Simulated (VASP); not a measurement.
# AlNi2 (P-3m1) in VASP: a series of runs

Runs on AlNi2. Level: PBEsol. Tasks: single point.

Program: VASP 6.6.1. These are calculated values, not measurements. Logs are shortened: lines on timing, memory, paths and dates and some standing lists are left out, and cuts for length are marked.

## Step 1: The cell of the first run

Symmetry: P-3m1, No. 164, trigonal system. The conventional cell has a = 3.974 Å, b = 3.974 Å, c = 4.904 Å, α = 90.00°, β = 90.00°, γ = 120.00°. Al (site symmetry 3m) has 11 Ni at 2.37 to 2.75 Å and 3 Al at 2.96 Å within 3.1 Å. Ni (site symmetry 3m) has 5 Al at 2.37 to 2.48 Å and 9 Ni at 2.47 to 2.93 Å within 3.1 Å. Within 3.2 Å of Ni (site symmetry -3m) lie 8 Ni at 2.45 to 2.47 Å and 6 Al at 2.75 Å. Ni (site symmetry -3m) has 8 Ni at 2.45 to 2.77 Å and 6 Al at 2.48 Å within 3.2 Å.

## Step 2: Single point, PBEsol

The input, INCAR:

```
PREC = Accurate
ENCUT = 520
EDIFF = 1E-6
ISMEAR = -5
SIGMA = 0.1
LREAL = False
LASPH = True
NELM = 60
ALGO = Fast
ISIF = 2
LWAVE = False
LCHARG = False
GGA = PS
NBANDS = 32
```

The input, KPOINTS:

```
regular mesh
0
Gamma
  12 12 8
```

The input, POSCAR:

```
AlNi2
1.0
    3.9740030242      0.0000000000      0.0000000000
   -1.9870015121      3.4415875737      0.0000000000
    0.0000000000      0.0000000000      4.9042588200
Al Ni
2 4
Direct
    0.3333333333      0.6666666667      0.1898740600
    0.6666666667      0.3333333333      0.8101259400
    0.3333333333      0.6666666667      0.6851100400
    0.6666666667      0.3333333333      0.3148899600
    0.0000000000      0.0000000000      0.5000000000
    0.0000000000      0.0000000000      0.0000000000
```

Potentials or basis: VASP PAW PBE potentials, release 64 (Al, Ni).

Run with:

```
> cat potpaw_PBE.64/Al/POTCAR potpaw_PBE.64/Ni/POTCAR > POTCAR
> mpirun -np 1 vasp_std > vasp.out
```

OUTCAR:

```text
PREC = Accurate
   ENCUT = 520
   EDIFF = 1E-6
   ISMEAR = -5
   LREAL = False
   LASPH = True
   NELM = 60
   ISIF = 2
   GGA = PS

 ion  position               nearest neighbor table
   1  0.333  0.667  0.190-   4 2.37   4 2.37   4 2.37   3 2.43   3 2.48   6 2.48   6 2.48   6 2.48
                             5 2.75   5 2.75   5 2.75   2 2.96   2 2.96   2 2.96
   2  0.667  0.333  0.810-   3 2.37   3 2.37   3 2.37   4 2.43   4 2.48   6 2.48   6 2.48   6 2.48
                             5 2.75   5 2.75   5 2.75   1 2.96   1 2.96   1 2.96
   3  0.333  0.667  0.685-   2 2.37   2 2.37   2 2.37   1 2.43   5 2.47   5 2.47   5 2.47   1 2.48
                             6 2.77   6 2.77   6 2.77   4 2.93   4 2.93   4 2.93
   4  0.667  0.333  0.315-   1 2.37   1 2.37   1 2.37   2 2.43   5 2.47   5 2.47   5 2.47   2 2.48
                             6 2.77   6 2.77   6 2.77   3 2.93   3 2.93   3 2.93
   5  0.000  0.000  0.500-   6 2.45   6 2.45   3 2.47   4 2.47   4 2.47   3 2.47   4 2.47   3 2.47
                             1 2.75   2 2.75   1 2.75   2 2.75   2 2.75   1 2.75
   6  0.000  0.000  0.000-   5 2.45   5 2.45   1 2.48   2 2.48   2 2.48   1 2.48   2 2.48   1 2.48
                             3 2.77   4 2.77   4 2.77   3 2.77   3 2.77   4 2.77

  LATTYP: Found a hexagonal cell.
 ALAT       =     3.9740030242
 C/A-ratio  =     1.2340853266

  Lattice vectors:

 A1 = (   3.9740030242,   0.0000000000,   0.0000000000)
 A2 = (  -1.9870015121,   3.4415875737,   0.0000000000)
 A3 = (   0.0000000000,   0.0000000000,   4.9042588200)

Analysis of symmetry for initial positions (statically):
=====================================================================
 Subroutine PRICEL returns:
 Original cell was already a primitive cell.

 Routine SETGRP: Setting up the symmetry group for a
 hexagonal supercell.

 Subroutine GETGRP returns: Found 12 space group operations
 (whereof 12 operations were pure point group operations)
 out of a pool of 24 trial point group operations.

The static configuration has the point symmetry D_3d.

Analysis of symmetry for dynamics (positions and initial velocities):
=====================================================================
 Subroutine PRICEL returns:
 Original cell was already a primitive cell.

 Routine SETGRP: Setting up the symmetry group for a
 hexagonal supercell.

 Subroutine GETGRP returns: Found 12 space group operations
 (whereof 12 operations were pure point group operations)
 out of a pool of 24 trial point group operations.

The dynamic configuration has the point symmetry D_3d.

 Subroutine INISYM returns: Found 12 space group operations
 (whereof 12 operations are pure point group operations),
 and found     1 'primitive' translations

----------------------------------------------------------------------------------------

                                     Primitive cell

  volume of cell :      67.0750

  direct lattice vectors                    reciprocal lattice vectors
     3.974003024  0.000000000  0.000000000     0.251635440  0.145281789  0.000000000
    -1.987001512  3.441587574  0.000000000     0.000000000  0.290563578  0.000000000
     0.000000000  0.000000000  4.904258820     0.000000000  0.000000000  0.203904410

  length of vectors
     3.974003024  3.974003024  4.904258820     0.290563578  0.290563578  0.203904410

  position of ions in fractional coordinates (direct lattice)
     0.333333333  0.666666667  0.189874060
     0.666666667  0.333333333  0.810125940
     0.333333333  0.666666667  0.685110040
     0.666666667  0.333333333  0.314889960
     0.000000000  0.000000000  0.500000000
     0.000000000  0.000000000  0.000000000

  ion indices of the primitive-cell ions
   primitive index   ion index
                 1           1
                 2           2
                 3           3
                 4           4
                 5           5
                 6           6

----------------------------------------------------------------------------------------

 KPOINTS: regular mesh

Automatic generation of k-mesh.
 Grid dimensions read from file:
 generate k-points for:   12   12    8

 Generating k-lattice:

  Cartesian coordinates                     Fractional coordinates (reciprocal lattice)
     0.020969620  0.012106816  0.000000000     0.083333333  0.000000000  0.000000000
     0.000000000  0.024213632  0.000000000     0.000000000  0.083333333  0.000000000
     0.000000000  0.000000000  0.025488051     0.000000000  0.000000000  0.125000000

  Length of vectors
     0.024213632  0.024213632  0.025488051

  Shift w.r.t. Gamma in fractional coordinates (k-lattice)
     0.000000000  0.000000000  0.000000000

 TETIRR: Found   1652 inequivalent tetrahedra from     6912

 Subroutine IBZKPT returns following result:
 ===========================================

 Found    131 irreducible k-points:

 Following reciprocal coordinates:
            Coordinates               Weight
  0.000000  0.000000  0.000000      1.000000
  0.083333 -0.000000  0.000000      6.000000
  0.166667  0.000000  0.000000      6.000000
  0.250000  0.000000  0.000000      6.000000
  0.333333  0.000000  0.000000      6.000000
  0.416667 -0.000000  0.000000      6.000000
[... 16 lines left out ...]
  0.166667  0.000000  0.125000      6.000000
  0.000000  0.166667  0.125000      6.000000
 [... further k-points ...]
   k-points           NKPTS =    131   k-points in BZ     NKDIM =    131   number of bands    NBANDS=     32
   number of dos      NEDOS =    301   number of ions     NIONS =      6
   total plane-waves  NPLWV =  32400
   dimension x,y,z NGX =    30 NGY =   30 NGZ =   36
   dimension x,y,z NGXF=    60 NGYF=   60 NGZF=   72
   ions per type =               2   4
   NGX,Y,Z   is equivalent  to a cutoff of  12.55, 12.55, 12.20 a.u.
   NGXF,Y,Z  is equivalent  to a cutoff of  25.10, 25.10, 24.41 a.u.
 SYSTEM =  unknown system
   PREC   = accura    normal or accurate (medium, high low for compatibility)
   ISTART =      0    job   : 0-new  1-cont  2-samecut
   ICHARG =      2    charge: 1-file 2-atom 10-const
   ISPIN  =      1    spin polarized calculation?
   LNONCOLLINEAR =      F non collinear calculations
   LSORBIT =      F    spin-orbit coupling
   LASPH  =      T    aspherical Exc in radial PAW
   ENCUT  =  520.0 eV  38.22 Ry    6.18 a.u.   7.39  7.39  9.12*2*pi/ulx,y,z
   NELM   =     60;   NELMIN=  2; NELMDL= -5     # of ELM steps
   EDIFF  = 0.1E-05   stopping-criterion for ELM
   LREAL  =      F    real-space projection
   EDIFFG = 0.1E-04   stopping-criterion for IOM
   NSW    =      0    number of steps for IOM
   IBRION =     -1    ionic relax: 0-MD 1-quasi-New 2-CG
   NFREE  =      0    steps in history (QN), initial steepest desc. (CG)
   ISIF   =      2    stress and relaxation
   ISYM   =      2    0-nonsym 1-usesym 2-fastsym
   POTIM  = 0.5000    time-step for ionic-motion
   TEBEG  =    0.0;   TEEND  =   0.0 temperature during run
   PSTRESS=    0.0 pullay stress
   NELECT =      46.0000    total number of electrons
   NUPDOWN=      -1.0000    fix difference up-down
   EMIN   =  10.00;   EMAX   =-10.00  energy-range for DOS
   EFERMI =   0.00;   METHOD = LEGACY
   ISMEAR =    -5;   SIGMA  =   0.10  broadening in eV -4-tet -1-fermi 0-gaus
   EFERMI_NEDOS =   21; number of points for ismear=-14 and -15
   IALGO  =     68    algorithm
   IMIX   =      4    mixing-type and parameters
     AMIX     =   0.40;   BMIX     =  1.00
     AMIX_MAG =   1.60;   BMIX_MAG =  1.00
  volume/ion in A,a.u.               =      11.18        75.44
  Fermi-wavevector in a.u.,A,eV,Ry     =   1.443690  2.728179 28.357821  2.084241
  Thomas-Fermi vector in A             =   2.562069
   LORBIT       =      0    0 simple, 1 ext, 2 COOP (PROOUT), +10 PAW based schemes
   GGA     = PS    functional components
   LHFCALC =     F    Hartree Fock is set to
   AEXX    =    0.0000 exact exchange contribution
   IVDW    =     0    specifies the selected vdW correction
   LEPSILON=     F    determine dielectric tensor
   LRPA    =     F    only Hartree local field effects (RPA)
 non-spin polarized calculation
 RMM-DIIS sequential band-by-band and
 Fermi weights with tetrahedron method with Bloechl corrections
  energy-cutoff  :      520.00
  volume of cell :       67.07
 maximum number of plane-waves:      1827
 NGX is ok and might be reduce to    30
   NGX = 15   NGY = 15   NGZ = 19

 number of electron      46.0000031 magnetization

 Free energy of the ion-electron system (eV)
  ---------------------------------------------------
  ext. energy  EPLUGINS =         0.00000000
  ---------------------------------------------------
  free energy    TOTEN  =       -35.81773386 eV

  energy without entropy =      -35.81773386  energy(sigma->0) =      -35.81773386

 E-fermi :   9.9648     XC(G=0): -12.7478

 val. band max:       10.0024765394   @ k =   0.2500   0.2500   0.5000
 cond. band min:       9.9548047713   @ k =   0.2500   0.1667   0.2500
 fundamental gap:     -0.0476717681
 Fermi energy:         9.9647920220

 k-point     1 :       0.0000    0.0000    0.0000
  band No.  band energies     occupation
      1      -0.6623      2.00000
      2       4.6747      2.00000
      3       4.8338      2.00000
      4       6.1321      2.00000
      5       6.1321      2.00000
      6       6.6060      2.00000
[... 24 lines left out ...]
     31      16.7752      0.00000
     32      16.8513      0.00000

 k-point     2 :       0.0833   -0.0000    0.0000
  band No.  band energies     occupation
      1      -0.5717      2.00000
      2       4.6777      2.00000
      3       4.8931      2.00000
      4       6.1423      2.00000
      5       6.1687      2.00000
      6       6.5734      2.00000
[... 24 lines left out ...]
     31      16.7261      0.00000
     32      17.3275      0.00000

 k-point     3 :       0.1667    0.0000    0.0000
  band No.  band energies     occupation
      1      -0.3019      2.00000
      2       4.6701      2.00000
      3       5.0638      2.00000
      4       6.0616      2.00000
      5       6.2737      2.00000
      6       6.3628      2.00000
[... 24 lines left out ...]
     31      16.7937      0.00000
     32      17.4449      0.00000

 k-point     4 :       0.2500    0.0000    0.0000
  band No.  band energies     occupation
      1       0.1410      2.00000
      2       4.5742      2.00000
      3       5.3109      2.00000
      4       5.6183      2.00000
      5       6.2087      2.00000
      6       6.4293      2.00000
[... 24 lines left out ...]
     31      17.2159      0.00000
     32      17.2881      0.00000

 k-point     5 :       0.3333    0.0000    0.0000
  band No.  band energies     occupation
      1       0.7457      2.00000
      2       4.1437      2.00000
      3       5.1242      2.00000
      4       5.6717      2.00000
      5       6.1350      2.00000
      6       6.5992      2.00000
[... 584 lines left out ...]
     31      16.7942      0.00000
     32      17.4979      0.00000

 k-point    22 :       0.0000    0.0833    0.1250
  band No.  band energies     occupation
      1      -0.4738      2.00000
      2       3.8488      2.00000
      3       5.4639      2.00000
      4       6.1640      2.00000
      5       6.1975      2.00000
      6       6.5432      2.00000
[... 24 lines left out ...]
     31      16.7192      0.00000
     32      17.2535      0.00000

 k-point    23 :       0.1667    0.0000    0.1250
  band No.  band energies     occupation
      1      -0.2050      2.00000
      2       4.0017      2.00000
      3       5.4019      2.00000
      4       6.2411      2.00000
      5       6.2419      2.00000
      6       6.2806      2.00000
[... 24 lines left out ...]
     31      17.0222      0.00000
     32      17.7073      0.00000

 k-point    24 :       0.0000    0.1667    0.1250
  band No.  band energies     occupation
      1      -0.2052      2.00000
      2       4.0187      2.00000
      3       5.3363      2.00000
      4       6.1530      2.00000
      5       6.3206      2.00000
      6       6.5191      2.00000
[... 24 lines left out ...]
     31      16.6944      0.00000
     32      17.0579      0.00000

 [... further k-points ...]
[... 5 lines left out ...]
  --------------------------------------------------------------------------------------
  -------------------------------------------------------------------------------------
  Total        0.0897484      0.0897484      0.1042234      0.0000000      0.0000000      0.0000000
  in kB        2.1437635      2.1437635      2.4895179      0.0000000      0.0000000      0.0000000
  external PRESSURE =       2.2590150 kB  Pullay stress =       0.0000000 kB

 VOLUME and BASIS-vectors are now :
 -----------------------------------------------------------------------------
  energy-cutoff  :      520.00
  volume of cell :       67.07
      direct lattice vectors                 reciprocal lattice vectors
     3.974003024  0.000000000  0.000000000     0.251635440  0.145281789  0.000000000
    -1.987001512  3.441587574  0.000000000     0.000000000  0.290563578  0.000000000
     0.000000000  0.000000000  4.904258820     0.000000000  0.000000000  0.203904410

 POSITION                                       TOTAL-FORCE (eV/Angst)
 -----------------------------------------------------------------------------------
     -0.00000      2.29439      0.93119        -0.000000      0.000000      0.065961
      1.98700      1.14720      3.97307         0.000000     -0.000000     -0.065961
     -0.00000      2.29439      3.35996        -0.000000      0.000000      0.010617
      1.98700      1.14720      1.54430         0.000000      0.000000     -0.010617
      0.00000      0.00000      2.45213         0.000000      0.000000      0.000000
      0.00000      0.00000      0.00000         0.000000      0.000000      0.000000
 -----------------------------------------------------------------------------------
    total drift:                                0.000000     -0.000000      0.000000

  FREE ENERGIE OF THE ION-ELECTRON SYSTEM (eV)
  ---------------------------------------------------
  free  energy   TOTEN  =       -35.8177338572 eV

  energy  without entropy=      -35.8177338572  energy(sigma->0) =      -35.81773386
```

Wall time 9.3 min (1 thread of Intel Xeon 8259CL, shared host); peak memory 0.35 GiB.

Results:

```
Free energy            : -35.8177 eV
Pressure               : 0.2 GPa
Largest force          : 0.066 eV/Å
Band gap on the k mesh : zero (bands 23 and 24 overlap by 4.23 eV)
```

Forces in eV/Å, atoms in the order of the input:
```
Al   0.000  0.000  0.066
Al   0.000  0.000 -0.066
Ni   0.000  0.000  0.011
Ni   0.000  0.000 -0.011
Ni   0.000  0.000  0.000
Ni   0.000  0.000  0.000
```

Levels at points of the mesh, in eV from the Fermi level:
| k point | band 19 | band 20 | band 21 | band 22 | band 23 | band 24 | band 25 | band 26 | band 27 | band 28 |
| --- | --- | --- | --- | --- | --- | --- | --- | --- | --- | --- |
| (0.00, 0.00, 0.00) | -0.66 | -0.66 | -0.55 | -0.55 | 0.70 | 3.14 | 3.14 | 3.85 | 3.85 | 4.87 |
| (0.50, 0.00, 0.00) | -0.99 | -0.79 | -0.73 | -0.63 | -0.56 | -0.32 | 0.98 | 1.77 | 3.40 | 3.85 |
| (0.00, 0.00, 0.50) | -0.73 | -0.73 | -0.69 | -0.69 | 3.86 | 3.99 | 3.99 | 4.25 | 4.25 | 5.15 |
| (0.50, 0.00, 0.50) | -1.20 | -0.97 | -0.80 | -0.64 | -0.37 | -0.27 | 1.70 | 1.80 | 3.36 | 4.82 |

Caveat: the PAW data sets were made with another functional, which shifts forces and pressure a little; tetrahedron occupations give inexact forces and stress in metals.

## Step 3: Single point, PBEsol

The input, INCAR:

```
PREC = Accurate ; ENCUT = 520
EDIFF = 1E-6 ; ISMEAR = 0
SIGMA = 0.1 ; LREAL = False
LASPH = True ; NELM = 100
ALGO = Fast ; ISIF = 2
LWAVE = False ; LCHARG = True
GGA = PS ; LELF = True
LVHAR = True ; NBANDS = 32
```

The input, KPOINTS:

```
regular mesh
0
Gamma
  12 12 10
```

POSCAR is that of step 2.

Potentials or basis: VASP PAW PBE potentials, release 64 (Al, Ni).

Run with:

```
> cat potpaw_PBE.64/Al/POTCAR potpaw_PBE.64/Ni/POTCAR > POTCAR
> mpirun -np 1 vasp_std > vasp.out
```

It took 12 min on 1 thread of Intel Xeon 8259CL, shared host; peak memory 0.38 GiB.

The run converged. Its results:

```yaml
Free_energy: -35.8238 eV
Pressure: 0.2 GPa
Largest_force: 0.063 eV/Å
Band_gap_on_the_k_mesh: zero (bands 23 and 24 overlap by 4.21 eV)
```

Forces on the atoms (eV/Å):
```
Al   0.000  0.000  0.063
Al   0.000  0.000 -0.063
Ni   0.000  0.000  0.001
Ni   0.000  0.000 -0.001
Ni   0.000  0.000  0.000
Ni   0.000  0.000  0.000
```

Levels at points of the mesh, in eV from the Fermi level:
| k point | band 20 | band 21 | band 22 | band 23 | band 24 | band 25 | band 26 | band 27 |
| --- | --- | --- | --- | --- | --- | --- | --- | --- |
| (0.00, 0.00, 0.00) | -0.65 | -0.54 | -0.54 | 0.71 | 3.15 | 3.15 | 3.86 | 3.86 |
| (0.50, 0.00, 0.00) | -0.79 | -0.72 | -0.63 | -0.55 | -0.31 | 0.99 | 1.78 | 3.41 |
| (0.00, 0.00, 0.50) | -0.73 | -0.68 | -0.68 | 3.87 | 4.00 | 4.00 | 4.26 | 4.26 |
| (0.50, 0.00, 0.50) | -0.96 | -0.79 | -0.63 | -0.37 | -0.26 | 1.71 | 1.81 | 3.36 |

Caveat: the PAW data sets were made with another functional, which shifts forces and pressure a little. Spin polarisation is off, so any magnetic state and its effect on volume and gap are missing.

## Step 4: Single point, PBEsol

The input, INCAR:

```
PREC = Accurate
ENCUT = 520
EDIFF = 1E-6
ISMEAR = 0
SIGMA = 0.1
LREAL = F
LASPH = T
NELM = 100
ALGO = Fast
ISIF = 2
LWAVE = F
LCHARG = F
GGA = PS
NBANDS = 32
ISYM = 0
```

The input, KPOINTS:

```
Automatic mesh
0
Gamma
  12 12 6
  0.5 0.5 0.5
```

POSCAR is that of step 3.

Run with:

```
> cat potpaw_PBE.64/Al/POTCAR potpaw_PBE.64/Ni/POTCAR > POTCAR
> mpirun -np 1 vasp_std > vasp.out
```

Wall time 28 min (1 thread of AMD EPYC 9R45 (Zen 5), shared host); peak memory 1.9 GiB.

Results (log left out):

| Item | Value |
| --- | --- |
| Free energy | -35.8217 eV |
| Pressure | 0.3 GPa |
| Largest force | 0.064 eV/Å |
| Band gap on the k mesh | zero (bands 23 and 24 overlap by 3.71 eV) |

Forces on the atoms (eV/Å):
```
Al   0.000  0.000  0.064
Al   0.000  0.000 -0.064
Ni   0.000  0.000  0.012
Ni   0.000  0.000 -0.012
Ni   0.000  0.000  0.000
Ni   0.000  0.000  0.000
```

Levels at points of the mesh, in eV from the Fermi level:
```csv
k point,band 19,band 20,band 21,band 22,band 23,band 24,band 25,band 26,band 27,band 28
"(0.04, 0.04, 0.08)",-0.67,-0.65,-0.56,-0.56,0.78,2.46,2.53,4.12,4.41,5.49
```

Caveat: the PAW data sets were made with another functional, which shifts forces and pressure a little. Spin polarisation is off, so any magnetic state and its effect on volume and gap are missing.

## Step 5: Summary

| k mesh | smearing | gap on the mesh (eV) | pressure (GPa) | largest force (eV/Å) |
| --- | --- | --- | --- | --- |
| 12 × 12 × 8 | tetrahedron | none | 0.2 | 0.07 |
| 12 × 12 × 10 | gaussian 0.1 eV | none | 0.2 | 0.06 |
| 12 × 12 × 6, shifted | gaussian 0.1 eV | none | 0.3 | 0.06 |

Alike in all rows: task single point; level PBEsol; potentials or basis VASP PAW PBE potentials, release 64 (Al, Ni); no spin polarisation; cell as given; cutoff (eV) 520.

Caveats: the PAW data sets were made with another functional, which shifts forces and pressure a little; tetrahedron occupations give inexact forces and stress in metals (at least some runs).

Absolute energies hang on the potentials; compare differences alone.

The gap in the log of VASP goes by the Fermi energy; the results here count the filled bands.